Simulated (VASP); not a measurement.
A run of VASP 6.6.1:

The input INCAR:

```
PREC     = Accurate       # precision mode
ENCUT    = 520            # plane-wave cutoff, eV
EDIFF    = 1E-6           # SCF threshold, eV
ISMEAR   = 0              # smearing method
SIGMA    = 0.1            # smearing width, eV
LREAL    = F              # projectors in reciprocal space
LASPH    = T              # aspherical terms in the spheres
NELM     = 60             # most SCF steps
ALGO     = Fast           # electronic algorithm
ISIF     = 2              # what is computed and relaxed
LWAVE    = F              # write WAVECAR
LCHARG   = T              # write CHGCAR
GGA      = PE             # functional
LELF     = T              # ELF
LVHAR    = T            
NBANDS   = 29             # bands
```

File KPOINTS:

```
regular mesh
0
Gamma
  10 10 10
```

POSCAR

```
Cd3Te
1.0
    4.6929895990      0.0000000000      0.0000000000
    0.0000000000      4.6929895990      0.0000000000
    0.0000000000      0.0000000000      4.6929895990
Cd Te
3 1
Direct
    0.5000000000      0.5000000000      0.0000000000
    0.5000000000      0.0000000000      0.5000000000
    0.0000000000      0.5000000000      0.5000000000
    0.0000000000      0.0000000000      0.0000000000
```

Potentials or basis: VASP PAW PBE potentials, release 64 (Cd, Te).

The run is started by

```console
$ cat potpaw_PBE.64/Cd/POTCAR potpaw_PBE.64/Te/POTCAR > POTCAR
$ mpirun -np 1 vasp_std > vasp.out
```

Hardware: 1 thread of Intel(R) Xeon(R) 6975P-C (Granite Rapids), with other jobs on the host.

**Question.** Estimate the wall time of this run.

**Answer.** Run time: 58 s on 1 thread of Intel(R) Xeon(R) 6975P-C (Granite Rapids) (shared host), peak memory 0.29 GiB. Counts: scf iterations 13, k points 56.
